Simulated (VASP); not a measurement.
# CaO (Fm-3m) in VASP: a series of runs

CaO is run at these levels: PBE; tasks: single point, relaxation of cell and atoms.

Everything below comes from runs of VASP 6.6.1. Logs are shortened: lines on timing, memory, paths and dates and some standing lists are left out, and cuts for length are marked.

## 1. The cell of the first run

The structure is cubic, space group Fm-3m (No. 225). The conventional cell has a = 4.807 Å, b = 4.807 Å, c = 4.807 Å, α = 90.00°, β = 90.00°, γ = 90.00°. Within 3.2 Å of Ca (site symmetry m-3m) lie 6 O at 2.40 Å. Within 3.2 Å of O (site symmetry m-3m) lie 6 Ca at 2.40 Å.

## 2. Single point, PBE

Input file INCAR:

```
PREC     = Accurate       # precision mode
ENCUT    = 600            # plane-wave cutoff, eV
EDIFF    = 1E-6           # SCF threshold, eV
ISMEAR   = 0              # smearing method
SIGMA    = 0.1            # smearing width, eV
LREAL    = F              # projectors in reciprocal space
LASPH    = T              # aspherical terms in the spheres
NELM     = 120            # most SCF steps
ALGO     = Normal         # electronic algorithm
ISIF     = 2              # what is computed and relaxed
LWAVE    = F              # write WAVECAR
LCHARG   = F              # write CHGCAR
GGA      = PE             # functional
NBANDS   = 15             # bands
GGA_COMPAT= F
```

Input file KPOINTS:

```
Automatic mesh
0
Gamma
  6 6 6
```

Input file POSCAR:

```
CaO
1.0
    0.0000000000      2.4035556300      2.4035556300
    2.4035556300      0.0000000000      2.4035556300
    2.4035556300      2.4035556300      0.0000000000
Ca O
1 1
Direct
    0.0000000000      0.0000000000      0.0000000000
    0.5000000000      0.5000000000      0.5000000000
```

Potentials or basis: VASP PAW PBE potentials, release 64 (Ca_sv, O).

Started as:

```sh
$ cat potpaw_PBE.64/Ca_sv/POTCAR potpaw_PBE.64/O/POTCAR > POTCAR
$ mpirun -np 1 vasp_std > vasp.out
```

OUTCAR:

```text
PREC = Accurate
   ENCUT = 600
   EDIFF = 1E-6
   ISMEAR = 0
   LREAL = F
   LASPH = T
   NELM = 120
   ISIF = 2
   GGA = PE

 ion  position               nearest neighbor table
   1  0.000  0.000  0.000-   2 2.40   2 2.40   2 2.40   2 2.40   2 2.40   2 2.40
   2  0.500  0.500  0.500-   1 2.40   1 2.40   1 2.40   1 2.40   1 2.40   1 2.40

  LATTYP: Found a face centered cubic cell.
 ALAT       =     4.8071112600

  Lattice vectors:

 A1 = (   0.0000000000,   2.4035556300,   2.4035556300)
 A2 = (   2.4035556300,   0.0000000000,   2.4035556300)
 A3 = (   2.4035556300,   2.4035556300,   0.0000000000)

Analysis of symmetry for initial positions (statically):
=====================================================================
 Subroutine PRICEL returns:
 Original cell was already a primitive cell.

 Routine SETGRP: Setting up the symmetry group for a
 face centered cubic supercell.

 Subroutine GETGRP returns: Found 48 space group operations
 (whereof 48 operations were pure point group operations)
 out of a pool of 48 trial point group operations.

The static configuration has the point symmetry O_h .

Analysis of symmetry for dynamics (positions and initial velocities):
=====================================================================
 Subroutine PRICEL returns:
 Original cell was already a primitive cell.

 Routine SETGRP: Setting up the symmetry group for a
 face centered cubic supercell.

 Subroutine GETGRP returns: Found 48 space group operations
 (whereof 48 operations were pure point group operations)
 out of a pool of 48 trial point group operations.

The dynamic configuration has the point symmetry O_h .

 Subroutine INISYM returns: Found 48 space group operations
 (whereof 48 operations are pure point group operations),
 and found     1 'primitive' translations

----------------------------------------------------------------------------------------

                                     Primitive cell

  volume of cell :      27.7711

  direct lattice vectors                    reciprocal lattice vectors
     0.000000000  2.403555630  2.403555630    -0.208025141  0.208025141  0.208025141
     2.403555630  0.000000000  2.403555630     0.208025141 -0.208025141  0.208025141
     2.403555630  2.403555630  0.000000000     0.208025141  0.208025141 -0.208025141

  length of vectors
     3.399140970  3.399140970  3.399140970     0.360310114  0.360310114  0.360310114

  position of ions in fractional coordinates (direct lattice)
     0.000000000  0.000000000  0.000000000
     0.500000000  0.500000000  0.500000000

  ion indices of the primitive-cell ions
   primitive index   ion index
                 1           1
                 2           2

----------------------------------------------------------------------------------------

 KPOINTS: Automatic mesh

Automatic generation of k-mesh.
 Grid dimensions read from file:
 generate k-points for:    6    6    6

 Generating k-lattice:

  Cartesian coordinates                     Fractional coordinates (reciprocal lattice)
    -0.034670857  0.034670857  0.034670857     0.166666667  0.000000000  0.000000000
     0.034670857 -0.034670857  0.034670857     0.000000000  0.166666667  0.000000000
     0.034670857  0.034670857 -0.034670857     0.000000000  0.000000000  0.166666667

  Length of vectors
     0.060051686  0.060051686  0.060051686

  Shift w.r.t. Gamma in fractional coordinates (k-lattice)
     0.000000000  0.000000000  0.000000000

 Subroutine IBZKPT returns following result:
 ===========================================

 Found     16 irreducible k-points:

 Following reciprocal coordinates:
            Coordinates               Weight
  0.000000  0.000000  0.000000      1.000000
  0.166667  0.000000  0.000000      8.000000
  0.333333  0.000000  0.000000      8.000000
  0.500000  0.000000  0.000000      4.000000
  0.166667  0.166667  0.000000      6.000000
  0.333333  0.166667  0.000000     24.000000
[... 8 lines left out ...]
 -0.333333  0.333333  0.166667     24.000000
 -0.333333  0.500000  0.166667     12.000000
   k-points           NKPTS =     16   k-points in BZ     NKDIM =     16   number of bands    NBANDS=     15
   number of dos      NEDOS =    301   number of ions     NIONS =      2
   total plane-waves  NPLWV =  21952
   dimension x,y,z NGX =    28 NGY =   28 NGZ =   28
   dimension x,y,z NGXF=    56 NGYF=   56 NGZF=   56
   ions per type =               1   1
   NGX,Y,Z   is equivalent  to a cutoff of  13.69, 13.69, 13.69 a.u.
   NGXF,Y,Z  is equivalent  to a cutoff of  27.39, 27.39, 27.39 a.u.
 SYSTEM =  unknown system
   PREC   = accura    normal or accurate (medium, high low for compatibility)
   ISTART =      0    job   : 0-new  1-cont  2-samecut
   ICHARG =      2    charge: 1-file 2-atom 10-const
   ISPIN  =      1    spin polarized calculation?
   LNONCOLLINEAR =      F non collinear calculations
   LSORBIT =      F    spin-orbit coupling
   LASPH  =      T    aspherical Exc in radial PAW
   ENCUT  =  600.0 eV  44.10 Ry    6.64 a.u.   6.79  6.79  6.79*2*pi/ulx,y,z
   NELM   =    120;   NELMIN=  2; NELMDL= -5     # of ELM steps
   EDIFF  = 0.1E-05   stopping-criterion for ELM
   LREAL  =      F    real-space projection
   EDIFFG = 0.1E-04   stopping-criterion for IOM
   NSW    =      0    number of steps for IOM
   IBRION =     -1    ionic relax: 0-MD 1-quasi-New 2-CG
   NFREE  =      0    steps in history (QN), initial steepest desc. (CG)
   ISIF   =      2    stress and relaxation
   ISYM   =      2    0-nonsym 1-usesym 2-fastsym
   POTIM  = 0.5000    time-step for ionic-motion
   TEBEG  =    0.0;   TEEND  =   0.0 temperature during run
   PSTRESS=    0.0 pullay stress
   NELECT =      16.0000    total number of electrons
   NUPDOWN=      -1.0000    fix difference up-down
   EMIN   =  10.00;   EMAX   =-10.00  energy-range for DOS
   EFERMI =   0.00;   METHOD = LEGACY
   ISMEAR =     0;   SIGMA  =   0.10  broadening in eV -4-tet -1-fermi 0-gaus
   EFERMI_NEDOS =   21; number of points for ismear=-14 and -15
   IALGO  =     38    algorithm
   IMIX   =      4    mixing-type and parameters
     AMIX     =   0.40;   BMIX     =  1.00
     AMIX_MAG =   1.60;   BMIX_MAG =  1.00
  volume/ion in A,a.u.               =      13.89        93.70
  Fermi-wavevector in a.u.,A,eV,Ry     =   1.362231  2.574243 25.247955  1.855672
  Thomas-Fermi vector in A             =   2.488738
   LORBIT       =      0    0 simple, 1 ext, 2 COOP (PROOUT), +10 PAW based schemes
   GGA     = PE    functional components
   LHFCALC =     F    Hartree Fock is set to
   AEXX    =    0.0000 exact exchange contribution
   IVDW    =     0    specifies the selected vdW correction
   LEPSILON=     F    determine dielectric tensor
   LRPA    =     F    only Hartree local field effects (RPA)
 non-spin polarized calculation
 Gauss-broadening in eV      SIGMA  =   0.10
  energy-cutoff  :      600.00
  volume of cell :       27.77
 maximum number of plane-waves:       941
   NGX = 13   NGY = 13   NGZ = 13

 number of electron      15.9999997 magnetization

 Free energy of the ion-electron system (eV)
  ---------------------------------------------------
  ext. energy  EPLUGINS =         0.00000000
  ---------------------------------------------------
  free energy    TOTEN  =       -12.80356442 eV

  energy without entropy =      -12.80356442  energy(sigma->0) =      -12.80356442

 E-fermi :   2.8253     XC(G=0): -10.4730

 val. band max:        2.3466346086   @ k =   0.0000   0.0000   0.0000
 cond. band min:       5.9828115097   @ k =   0.5000   0.5000   0.0000
 fundamental gap:      3.6361769011
 Fermi energy:         2.8253216185

 k-point     1 :       0.0000    0.0000    0.0000
  band No.  band energies     occupation
      1     -35.2920      2.00000
      2     -16.0566      2.00000
      3     -16.0566      2.00000
      4     -16.0566      2.00000
      5     -13.1850      2.00000
      6       2.3466      2.00000
      7       2.3466      2.00000
      8       2.3466      2.00000
      9       7.0566      0.00000
     10       8.5712      0.00000
     11       8.5712      0.00000
     12       8.5712      0.00000
     13      10.0741      0.00000
     14      10.0741      0.00000
     15      17.4175      0.00000

 k-point     2 :       0.1667    0.0000    0.0000
  band No.  band energies     occupation
      1     -35.2666      2.00000
      2     -16.4013      2.00000
      3     -16.0701      2.00000
      4     -16.0701      2.00000
      5     -12.8219      2.00000
      6       1.4885      2.00000
      7       1.9968      2.00000
      8       1.9968      2.00000
      9       8.1620      0.00000
     10       8.5516      0.00000
     11       9.0291      0.00000
     12       9.0291      0.00000
     13      10.6988      0.00000
     14      10.6988      0.00000
     15      18.2661      0.00000

 k-point     3 :       0.3333    0.0000    0.0000
  band No.  band energies     occupation
      1     -35.2152      2.00000
      2     -16.9414      2.00000
      3     -16.0970      2.00000
      4     -16.0970      2.00000
      5     -12.2407      2.00000
      6       0.2315      2.00000
      7       1.4038      2.00000
      8       1.4038      2.00000
      9       8.8818      0.00000
     10      10.0800      0.00000
     11      10.0800      0.00000
     12      10.0859      0.00000
     13      11.9868      0.00000
     14      11.9868      0.00000
     15      17.5492      0.00000

 k-point     4 :       0.5000    0.0000    0.0000
  band No.  band energies     occupation
      1     -35.1892      2.00000
      2     -17.1692      2.00000
      3     -16.1102      2.00000
      4     -16.1102      2.00000
      5     -11.9895      2.00000
      6      -0.2909      2.00000
      7       1.1451      2.00000
      8       1.1451      2.00000
      9       9.3942      0.00000
     10      10.6990      0.00000
     11      10.6990      0.00000
     12      10.8488      0.00000
     13      12.7642      0.00000
     14      12.7642      0.00000
     15      16.5451      0.00000
[... 163 lines left out ...]
 k-point    14 :       0.5000    0.3333    0.1667
  band No.  band energies     occupation
      1     -35.1825      2.00000
      2     -16.7954      2.00000
      3     -16.3130      2.00000
      4     -16.1899      2.00000
      5     -12.4342      2.00000
      6       0.5115      2.00000
      7       1.3745      2.00000
      8       1.6014      2.00000
      9       7.7481      0.00000
     10       9.8951      0.00000
     11      10.8051      0.00000
     12      11.0340      0.00000
     13      12.0557      0.00000
     14      13.5989      0.00000
     15      17.5531      0.00000

 k-point    15 :      -0.3333    0.3333    0.1667
  band No.  band energies     occupation
      1     -35.1657      2.00000
      2     -16.7921      2.00000
      3     -16.3847      2.00000
      4     -16.2497      2.00000
      5     -12.4125      2.00000
      6       0.6263      2.00000
      7       1.2544      2.00000
      8       1.3385      2.00000
      9       8.8801      0.00000
     10       8.8853      0.00000
     11      11.0158      0.00000
     12      11.4404      0.00000
     13      12.4342      0.00000
     14      15.2328      0.00000
     15      16.0558      0.00000

 k-point    16 :      -0.3333    0.5000    0.1667
  band No.  band energies     occupation
      1     -35.1581      2.00000
      2     -16.5656      2.00000
      3     -16.4367      2.00000
      4     -16.3789      2.00000
      5     -12.6528      2.00000
      6       1.1352      2.00000
      7       1.2735      2.00000
      8       1.5378      2.00000
      9       7.3691      0.00000
     10      10.0140      0.00000
     11      10.6805      0.00000
     12      11.8817      0.00000
     13      12.0419      0.00000
     14      15.2645      0.00000
     15      15.9929      0.00000

------------------------ aborting loop because EDIFF is reached ----------------------------------------

  FORCE on cell =-STRESS in cart. coord.  units (eV):
  Direction    XX          YY          ZZ          XY          YZ          ZX
  --------------------------------------------------------------------------------------
  -------------------------------------------------------------------------------------
  Total        0.3585028      0.3585028      0.3585028     -0.0000000      0.0000000     -0.0000000
  in kB       20.6828627     20.6828627     20.6828627     -0.0000000      0.0000000     -0.0000000
  external PRESSURE =      20.6828627 kB  Pullay stress =       0.0000000 kB

 VOLUME and BASIS-vectors are now :
 -----------------------------------------------------------------------------
  energy-cutoff  :      600.00
  volume of cell :       27.77
      direct lattice vectors                 reciprocal lattice vectors
     0.000000000  2.403555630  2.403555630    -0.208025141  0.208025141  0.208025141
     2.403555630  0.000000000  2.403555630     0.208025141 -0.208025141  0.208025141
     2.403555630  2.403555630  0.000000000     0.208025141  0.208025141 -0.208025141

 POSITION                                       TOTAL-FORCE (eV/Angst)
 -----------------------------------------------------------------------------------
      0.00000      0.00000      0.00000        -0.000000     -0.000000     -0.000000
      2.40356      2.40356      2.40356         0.000000      0.000000      0.000000
 -----------------------------------------------------------------------------------
    total drift:                                0.000000      0.000000      0.000000

  FREE ENERGIE OF THE ION-ELECTRON SYSTEM (eV)
  ---------------------------------------------------
  free  energy   TOTEN  =       -12.8035644239 eV

  energy  without entropy=      -12.8035644239  energy(sigma->0) =      -12.80356442
```

Wall time 8.7 s (1 thread of AMD EPYC 7R43 (Zen 3), shared host); peak memory 0.12 GiB.

What came out:

| Property | Result |
| --- | --- |
| Free energy | -12.8036 eV |
| Pressure | 2.1 GPa |
| Band gap on the k mesh | 3.64 eV (least direct gap 4.01 eV) |

A k mesh can miss the band edges.

## 3. Single point, PBE

This run uses another cell than the first one, of 14.09 Å³/atom.

Input file INCAR:

```
SYSTEM = CaO
ALGO = Normal ; EDIFF = 1E-6
ENCUT = 600 ; GGA = PE
GGA_COMPAT = .False. ; ISIF = 2
ISMEAR = 0 ; LASPH = .True.
LCHARG = .False. ; LREAL = .False.
LWAVE = .False. ; NBANDS = 15
NELM = 120 ; PREC = Accurate
SIGMA = 0.02
```

Input file KPOINTS:

```
k-points
0
Gamma
  8 8 8
  0 0 0
```

Input file POSCAR:

```
CaO
1.0
    0.0000000000      2.4153930813      2.4153930813
    2.4153930813      0.0000000000      2.4153930813
    2.4153930813      2.4153930813      0.0000000000
Ca O
1 1
Direct
    0.0000000000      0.0000000000      0.0000000000
    0.5000000000      0.5000000000      0.5000000000
```

Potentials or basis: VASP PAW PBE potentials, release 64 (Ca_sv, O).

Started as:

```sh
$ cat potpaw_PBE.64/Ca_sv/POTCAR potpaw_PBE.64/O/POTCAR > POTCAR
$ mpirun -np 1 vasp_std > vasp.out
```

It took 13 s on 1 thread of AMD EPYC 7R43 (Zen 3), shared host; peak memory 0.13 GiB.

The run converged. Its results:

```yaml
Free_energy: -12.8076 eV
Pressure: 0.4 GPa
Band_gap_on_the_k_mesh: 3.64 eV (least direct gap 4.02 eV)
```

Levels at points of the mesh, in eV from the valence-band top:
| k point | band 4 | band 5 | band 6 | band 7 | band 8 | band 9 | band 10 | band 11 | band 12 | band 13 |
| --- | --- | --- | --- | --- | --- | --- | --- | --- | --- | --- |
| (0.00, 0.00, 0.00) | -18.47 | -15.50 | 0.00 | 0.00 | 0.00 | 4.59 | 6.19 | 6.19 | 6.19 | 7.67 |
| (0.50, 0.00, 0.00) | -18.53 | -14.37 | -2.60 | -1.17 | -1.17 | 6.98 | 8.27 | 8.27 | 8.39 | 10.29 |
| (0.50, 0.50, 0.00) | -18.69 | -15.26 | -1.31 | -0.38 | -0.38 | 3.64 | 7.93 | 8.81 | 9.43 | 9.43 |

## 4. Relaxation of cell and atoms, PBE

Input file INCAR:

```
PREC = Accurate
ENCUT = 600
EDIFF = 1E-7
ISMEAR = 0
SIGMA = 0.02
LREAL = False
LASPH = True
NELM = 120
ALGO = Normal
ISIF = 3
LWAVE = False
LCHARG = False
GGA = PE
IBRION = 2
NSW = 100
EDIFFG = -0.01
GGA_COMPAT = False
NELMIN = 4
```

Input file KPOINTS:

```
regular mesh
0
Gamma
  8 8 8
```

Input file POSCAR:

```
CaO
1.0
    0.0000000000      2.4035556300      2.4035556300
    2.4035556300      0.0000000000      2.4035556300
    2.4035556300      2.4035556300      0.0000000000
Ca O
1 1
Direct
    0.0000000000      0.0000000000      0.0000000000
    0.5000000000      0.5000000000      0.5000000000
```

Started as:

```sh
$ cat potpaw_PBE.64/Ca_sv/POTCAR potpaw_PBE.64/O/POTCAR > POTCAR
$ mpirun -np 1 vasp_std > vasp.out
```

It took 34 s on 1 thread of AMD EPYC 7R43 (Zen 3), shared host; peak memory 0.13 GiB.

It converged, with:

- Free energy: -12.8071 eV
- Relaxed volume: 14.15 Å³/atom
- Relaxed cell: a = 3.421 Å, b = 3.421 Å, c = 3.421 Å, α = 60.00°, β = 60.00°, γ = 60.00°
- Space group after relaxing (to 0.1 Å): Fm-3m (No. 225)
- Energy gained by relaxing: 1.7 meV/atom
- Ionic steps: 3
- Pressure after relaxing: 0.0 GPa
- Band gap on the k mesh: 3.64 eV (least direct gap 4.02 eV)

Step by step:
```csv
step,energy change (eV),largest force (eV/Å),pressure (GPa),volume (Å³)
1,0.0000,0.0000,2.10,27.77
2,-0.0030,0.0000,-0.73,28.51
3,-0.0034,0.0000,0.00,28.31
```

Final structure:
```
Ca O
1.0
     0.00000    2.41891    2.41891
     2.41891    0.00000    2.41891
     2.41891    2.41891    0.00000
Ca O
1 1
Direct
  0.00000 0.00000 0.00000
  0.50000 0.50000 0.50000
```

Levels at points of the mesh, in eV from the valence-band top:
| k point | band 6 | band 7 | band 8 | band 9 | band 10 | band 11 |
| --- | --- | --- | --- | --- | --- | --- |
| (0.00, 0.00, 0.00) | 0.00 | 0.00 | 0.00 | 4.56 | 6.18 | 6.18 |
| (0.50, 0.00, 0.00) | -2.59 | -1.16 | -1.16 | 6.96 | 8.25 | 8.25 |
| (0.50, 0.50, 0.00) | -1.31 | -0.38 | -0.38 | 3.64 | 7.90 | 8.78 |

## 5. The runs side by side

```tsv
task	cell	k mesh	smearing	gap on the mesh (eV)	pressure (GPa)
single point	a = 3.399 Å, angles 60.0°, 2 atoms	6 × 6 × 6	gaussian 0.1 eV	3.64	2.1
single point	a = 3.416 Å, angles 60.0°, 2 atoms	8 × 8 × 8	gaussian 0.02 eV	3.64	0.4
relaxation of cell and atoms	relaxed from a = 3.399 Å, angles 60.0°, 2 atoms	8 × 8 × 8	gaussian 0.02 eV	3.64	0.0
```

Alike in all rows: level PBE; potentials or basis VASP PAW PBE potentials, release 64 (Ca_sv, O); no spin polarisation; cutoff (eV) 600.

Absolute energies hang on the potentials; compare differences alone.
